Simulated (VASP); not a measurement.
A run of VASP 6.6.1 is set up as follows.

The input INCAR:

```
PREC = Accurate ; ENCUT = 520
EDIFF = 1E-7 ; ISMEAR = 0
SIGMA = 0.15 ; LREAL = False
LASPH = True ; NELM = 100
ALGO = Normal ; ISIF = 2
LWAVE = False ; LCHARG = False
GGA = PE ; NBANDS = 36
```

The input KPOINTS:

```
regular mesh
0
Gamma
  12 12 8
```

POSCAR

```
Ge
1.0
    4.0581567077      0.0000000000      0.0000000000
   -2.0290783539      3.5144668014      0.0000000000
    0.0000000000      0.0000000000      6.5921402695
Ge
4
Direct
    0.6666666667      0.3333333333      0.0627911807
    0.3333333333      0.6666666667      0.5627911807
    0.6666666667      0.3333333333      0.4372088193
    0.3333333333      0.6666666667      0.9372088193
```

Potentials or basis: VASP PAW PBE potentials, release 64 (Ge_d).

Launch:

```bash
$ cat potpaw_PBE.64/Ge_d/POTCAR > POTCAR
$ mpirun -np 1 vasp_std > vasp.out
```

Q: Predict the pressure.

A: 0.9 GPa.

Q: What does it give for the largest force?

A: 0.136 eV/Å.

Q: Estimate the band gap on the k mesh.

A: Zero (band 28 reaches 4.69 eV, above the bottom of band 29 at 4.60 eV).

Forces in eV/Å, atoms in the order of the input:
```
Ge   0.000  0.000 -0.136
Ge   0.000  0.000 -0.136
Ge   0.000  0.000  0.136
Ge   0.000  0.000  0.136
```

Caveat: the cell differs from its parent crystal (strain +0.000 along x and y, -0.015 along z).
